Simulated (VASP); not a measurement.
A run of VASP 6.6.1 is set up as follows.

File INCAR:

```
  PREC = Accurate
  ENCUT = 500
  EDIFF = 1E-7
  ISMEAR = 0
  SIGMA = 0.05
  LREAL = F
  LASPH = T
  NELM = 120
  ALGO = Normal
  ISIF = 3
  LWAVE = F
  LCHARG = F
  GGA = PE
  IBRION = 2
  NSW = 80
  EDIFFG = -0.003
  PSTRESS = 200.0
  GGA_COMPAT = F
  NELMIN = 4
```

File KPOINTS:

```
regular mesh
0
Gamma
  20 20 20
```

File POSCAR:

```
Si
1.0
   -2.3955638511      2.1958587561      1.2714402717
    2.3955638511     -2.1958587561      1.2714402717
    2.3955638511      2.1958587561     -1.2714402717
Si
2
Direct
   -0.1099922696     -0.1099922696      0.0000000000
    0.8899922696      0.3899922696      0.5000000000
```

Potentials or basis: VASP PAW PBE potentials, release 64 (Si).

The run is started by

```bash
$ cat potpaw_PBE.64/Si/POTCAR > POTCAR
$ mpirun -np 1 vasp_std > vasp.out
```

Question: Predict the band gap on the k mesh.

Answer: Zero (bands 4 and 5 overlap by 8.32 eV).

Question: Estimate the relaxed cell.

Answer: a = 3.470 Å, b = 3.470 Å, c = 3.470 Å, α = 93.24°, β = 102.05°, γ = 137.28°.

Question: Predict the relaxed volume.

Answer: 13.15 Å³/atom.

Question: What does it give for the space group after relaxing (to 0.1 Å)?

Answer: P6/mmm (No. 191).

Step by step:
| step | energy change (eV) | largest force (eV/Å) | pressure (GPa) | volume (Å³) |
| --- | --- | --- | --- | --- |
| 1 | 0.0000 | 0.0000 | 16.90 | 26.75 |
| 2 | 0.1260 | 0.0000 | 24.18 | 25.76 |
| 3 | 0.0509 | 0.0000 | 20.00 | 26.31 |
| 4 | 0.0520 | 0.0000 | 20.06 | 26.30 |
| 5 | 0.0524 | 0.0000 | 20.06 | 26.30 |
| 6 | 0.0523 | 0.0000 | 20.06 | 26.30 |
| 7 | 0.0503 | 0.0000 | 19.95 | 26.31 |
| 8 | 0.0514 | 0.0000 | 20.01 | 26.31 |

Caveat: the cell is relaxed towards a set pressure, so the run minimises the enthalpy, not the energy.
